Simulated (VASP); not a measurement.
Set up this calculation in VASP 6.6.1, as the native input.

```yaml
Task: single point
Functional: r2SCAN
Potentials_or_basis: VASP PAW PBE potentials, release 64 (Pb_d, O)
Cutoff: 520 eV
k_mesh: 4 × 4 × 6
Occupations: fermi-dirac, width 0.02 eV
Spin: no spin polarisation
Dipole_correction: no
Further_INCAR_settings: ALGO = Normal; EDIFF = 1e-06; NBANDS = 35
```

PbO2:

```
CELL_PARAMETERS angstrom
4.93350 0.00000 0.00000
0.00000 4.93350 0.00000
0.00000 0.00000 3.37320
ATOMIC_POSITIONS crystal
Pb 0.00000 0.00000 0.00000
Pb 0.50000 0.50000 0.50000
O 0.30721 0.30721 0.00000
O 0.19279 0.80721 0.50000
O 0.80721 0.19279 0.50000
O 0.69279 0.69279 0.00000
```

These files were run (other wordings do the same):

POSCAR

```
PbO2
1.0
    4.9335007540      0.0000000000      0.0000000000
    0.0000000000      4.9335007540      0.0000000000
    0.0000000000      0.0000000000      3.3731995179
Pb O
2 4
Direct
    0.0000000000      0.0000000000      0.0000000000
    0.5000000000      0.5000000000      0.5000000000
    0.3072128140      0.3072128140      0.0000000000
    0.1927871860      0.8072128140      0.5000000000
    0.8072128140      0.1927871860      0.5000000000
    0.6927871860      0.6927871860      0.0000000000
```

INCAR.step1

```
PREC = Accurate ; ENCUT = 520
ISMEAR = -1 ; SIGMA = 0.02
LREAL = F ; LASPH = T
NELM = 100 ; NBANDS = 35
GGA = PE ; ALGO = Normal
EDIFF = 1E-4 ; LWAVE = T
LCHARG = F
```

INCAR.step2

```
PREC = Accurate ; ENCUT = 520
EDIFF = 1E-6 ; ISMEAR = -1
SIGMA = 0.02 ; LREAL = F
LASPH = T ; NELM = 100
ALGO = Normal ; ISIF = 2
LWAVE = F ; LCHARG = F
METAGGA = R2SCAN ; LMIXTAU = T
NBANDS = 35 ; ISTART = 1
```

KPOINTS

```
regular mesh
0
Gamma
  4 4 6
```

Potentials or basis: VASP PAW PBE potentials, release 64 (Pb_d, O).

Run with:

```console
$ cat potpaw_PBE.64/Pb_d/POTCAR potpaw_PBE.64/O/POTCAR > POTCAR
$ cp INCAR.step1 INCAR
$ mpirun -np 1 vasp_std > vasp.out
$ cp INCAR.step2 INCAR
$ mpirun -np 1 vasp_std > vasp.out
```

It gave:

The pressure is 6.0 GPa and the largest force is 0.097 eV/Å. The band gap on the k mesh is 0.12 eV (least direct gap 0.38 eV).

Caveat: the cell stands under pressure; the structure was generated, so it needn't be the stable form of PbO2; the PAW data sets were made with another functional, which shifts forces and pressure a little; spin-orbit coupling is left out, which moves the levels of the heavy elements.

It took 110 s on 1 thread of Intel(R) Xeon(R) 6975P-C (Granite Rapids), on a shared host, peak memory 0.24 GiB.
